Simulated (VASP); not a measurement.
Wanted: the native input for a VASP 6.6.1 run.

```
Task                   : single point
Functional             : PBE
Potentials or basis    : VASP PAW PBE potentials, release 64 (Sb, Pt)
Cutoff                 : 520 eV
k mesh                 : 6 × 6 × 6
Occupations            : gaussian, width 0.1 eV
Spin                   : no spin polarisation
Dipole correction      : no
Further INCAR settings : ALGO = Normal; EDIFF = 1e-06; NBANDS = 52
```

The structure of Sb2Pt lies in POSCAR:

```
Sb2Pt
1.0
    6.5532255595      0.0000000000      0.0000000000
    0.0000000000      6.5532255595      0.0000000000
    0.0000000000      0.0000000000      6.5532255595
Sb Pt
8 4
Direct
    0.3749059606      0.3749059606      0.3749059606
    0.1250940394      0.6250940394      0.8749059606
    0.8749059606      0.1250940394      0.6250940394
    0.6250940394      0.8749059606      0.1250940394
    0.6250940394      0.6250940394      0.6250940394
    0.8749059606      0.3749059606      0.1250940394
    0.1250940394      0.8749059606      0.3749059606
    0.3749059606      0.1250940394      0.8749059606
    0.0000000000      0.0000000000      0.0000000000
    0.5000000000      0.0000000000      0.5000000000
    0.5000000000      0.5000000000      0.0000000000
    0.0000000000      0.5000000000      0.5000000000
```

One way to write it, as run:

INCAR

```
PREC = Accurate
ENCUT = 520
EDIFF = 1E-6
ISMEAR = 0
SIGMA = 0.1
LREAL = False
LASPH = True
NELM = 100
ALGO = Normal
ISIF = 2
LWAVE = False
LCHARG = False
GGA = PE
NBANDS = 52
```

KPOINTS

```
Automatic mesh
0
Gamma
  6 6 6
```

Potentials or basis: VASP PAW PBE potentials, release 64 (Sb, Pt).

The run is started by

```console
$ cat potpaw_PBE.64/Sb/POTCAR potpaw_PBE.64/Pt/POTCAR > POTCAR
$ mpirun -np 1 vasp_std > vasp.out
```

It gave:

The pressure is -0.3 GPa, the largest force is 0.023 eV/Å and the band gap on the k mesh is zero (bands 40 and 41 overlap by 0.22 eV).

Caveat: spin-orbit coupling is left out, which moves the levels of the heavy elements.

Wall time 5.3 min on 1 thread of Intel(R) Xeon(R) Platinum 8259CL CPU @ 2.50GHz (Skylake/Cascade Lake) (shared host), peak memory 0.51 GiB.
